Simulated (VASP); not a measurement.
Pd, 1 atom in the cell. The structure is cubic, space group Fm-3m (No. 225). Conventional cell: a = 3.893 Å, b = 3.893 Å, c = 3.893 Å, α = 90.00°, β = 90.00°, γ = 90.00°. Pd (site symmetry m-3m) has 12 Pd at 2.75 Å within 3.6 Å. 

```yaml
Program: VASP 6.6.1
Task: single point
Functional: PBE0
Potentials_or_basis: VASP PAW PBE potentials, release 64 (Pd_sv_GW)
Cutoff: 470 eV
k_mesh: 5 × 5 × 5
Occupations: fermi-dirac, width 0.05 eV
Spin: non-collinear spin, zero start, spin-orbit coupling
Starting_moments: "[[0.0, 0.0, 0.0]] μB"
Dipole_correction: no
Grid_for_exact_exchange_PRECFOCK: Normal
Further_INCAR_settings: ALGO = Normal; EDIFF = 1e-06; NBANDS = 29
Share_of_exact_exchange: 0.25
```

Potentials or basis: VASP PAW PBE potentials, release 64 (Pd_sv_GW).

Command:

```console
$ cat potpaw_PBE.64/Pd_sv_GW/POTCAR > POTCAR
$ cp INCAR.step1 INCAR
$ mpirun -np 1 vasp_ncl > vasp.out
$ cp INCAR.step2 INCAR
$ mpirun -np 1 vasp_ncl > vasp.out
```

Hardware: 1 thread of Intel(R) Xeon(R) Platinum 8559C (Emerald Rapids), with other jobs on the host.

**Question.** Estimate the wall time of this run.

**Answer.** Run time: 36 min on 1 thread of Intel(R) Xeon(R) Platinum 8559C (Emerald Rapids), with other jobs on the host, peak memory 0.18 GiB. Counts: k points 10.
